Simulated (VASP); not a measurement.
Crystal: CdH2.

```xyz
3
Lattice="0.0000 2.2500 2.2500 2.2500 0.0000 2.2500 2.2500 2.2500 0.0000" Properties=species:S:1:pos:R:3 pbc="T T T"
Cd    0.0000    0.0000    0.0000
H     1.1250    1.1250    1.1250
H     3.3749    3.3749    3.3749
```

- Program: VASP 6.6.1
- Task: relaxation of cell and atoms
- Functional: PBE
- Potentials or basis: VASP PAW PBE potentials, release 64 (Cd, H)
- Cutoff: 600 eV
- k mesh: 8 × 8 × 8
- Occupations: gaussian, width 0.1 eV
- Spin: no spin polarisation

At the start: pressure 50.6 GPa; volume 7.59 Å³/atom.

**Question.** How do energy, volume and symmetry change on relaxing?

**Answer.** Over 4 steps the energy falls by 395.9 meV/atom and the volume is 11.09 Å³/atom (+46.1 %); space group Fm-3m (No. 225, to 0.05 Å).

Step by step:
```csv
step,energy change (eV),largest force (eV/Å),pressure (GPa),volume (Å³)
1,0.0000,0.0000,50.65,22.78
2,-1.1724,0.0000,3.28,31.65
3,-1.1794,0.0000,-2.13,34.46
4,-1.1878,0.0000,-0.11,33.28
```

Final structure:
```xyz
3
Lattice="0.0000 2.5530 2.5530 2.5530 0.0000 2.5530 2.5530 2.5530 0.0000" Properties=species:S:1:pos:R:3 pbc="T T T"
Cd    0.0000    0.0000    0.0000
H     1.2765    1.2765    1.2765
H     3.8295    3.8295    3.8295
```

Caveat: the volume moved by over 15 % at a fixed basis, so the end points are rough.
